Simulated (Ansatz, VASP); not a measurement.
**SiC in VASP and in Ansatz**

Contents of INCAR:

```
SYSTEM = SiC
PREC     = Accurate       ! precision mode
ENCUT    = 520            ! plane-wave cutoff, eV
EDIFF    = 1E-7           ! SCF threshold, eV
ISMEAR   = 0              ! smearing method
SIGMA    = 0.05           ! smearing width, eV
LREAL    = .False.        ! projectors in reciprocal space
LASPH    = .True.         ! aspherical terms in the spheres
NELM     = 60             ! most SCF steps
ALGO     = Normal         ! electronic algorithm
ISIF     = 2              ! what is computed and relaxed
LWAVE    = .False.        ! write WAVECAR
LCHARG   = .True.         ! write CHGCAR
GGA      = PE             ! functional
LELF     = .True.         ! ELF
LVHAR    = .True.       
NBANDS   = 26             ! bands
```

Contents of KPOINTS:

```
Automatic mesh
0
Gamma
  10 10 3
  0 0 0
```

Contents of POSCAR:

```
SiC
1.0
   -3.0917664073      0.0000000000      0.0000000000
    1.5458832036     -2.6775482513      0.0000000000
   -0.3863162126      0.2230397693     10.1480423548
Si C
4 4
Direct
    0.5911942206      0.4088057794      0.9060317656
    0.6328442206      0.3671557794      0.4060317656
    0.3203358873      0.6796641127      0.1560317656
    0.2786858873      0.7213141127      0.6560317656
    0.6588391127      0.3411608873      0.0939682344
    0.6171891127      0.3828108873      0.5939682344
    0.3046807794      0.6953192206      0.3439682344
    0.2630307794      0.7369692206      0.8439682344
```

Input for Ansatz:

```yaml
crystal:
  lattice:
    - [-3.0917664073, 0.0, 0.0]
    - [1.5458832036, -2.6775482513, 0.0]
    - [-0.3863162126, 0.2230397693, 10.1480423548]
  atoms:
    - { symbol: Si, position: [0.5911942206, 0.4088057794, 0.9060317656] }
    - { symbol: Si, position: [0.6328442206, 0.3671557794, 0.4060317656] }
    - { symbol: Si, position: [0.3203358873, 0.6796641127, 0.1560317656] }
    - { symbol: Si, position: [0.2786858873, 0.7213141127, 0.6560317656] }
    - { symbol: C, position: [0.6588391127, 0.3411608873, 0.0939682344] }
    - { symbol: C, position: [0.6171891127, 0.3828108873, 0.5939682344] }
    - { symbol: C, position: [0.3046807794, 0.6953192206, 0.3439682344] }
    - { symbol: C, position: [0.2630307794, 0.7369692206, 0.8439682344] }
basis:
  ecutwfc: 420
kpoints:
  mp_grid: { grid: [10, 10, 3] }
hamiltonian:
  xc: pbe
scf:
  occupations: { method: gaussian, width: 0.05 }
output:
  forces: true
  stress: true
  eigenvalues: true
```

Alike in both runs: task single point; functional PBE; k mesh 10 × 10 × 3; occupations gaussian, width 0.05 eV; no spin polarisation.

|  | VASP | Ansatz |
| --- | --- | --- |
| version | VASP 6.6.1 | Ansatz 0.2.0 |
| potentials or method | VASP PAW PBE potentials, release 64 (Si, C), cutoff 520 eV | scalar-relativistic, plane waves, PAW |
| valence electrons in the cell | 32 | 32 |

Ansatz gave:

| Property | Result |
| --- | --- |
| gap on the k mesh at the Fermi level (eV) | 2.29 |
| least direct gap on the mesh (eV) | 3.84 |
| pressure (GPa) | -0.4 |
| traceless stress, the component that is largest in VASP (GPa) | 4.70 |
| rms of the force components (eV/Å) | 0.326 |

Question: What did VASP give for the same quantities?

Answer: gap on the k mesh at the Fermi level (eV): 2.28; least direct gap on the mesh (eV): 3.84; pressure (GPa): -0.4; traceless stress, the component that is largest in VASP (GPa): 4.72; rms of the force components (eV/Å): 0.327.

Atom by atom the forces differ by 0.001 eV/Å (rms over components). The functional is the same, so the differences come from potentials, cutoffs and numerics.
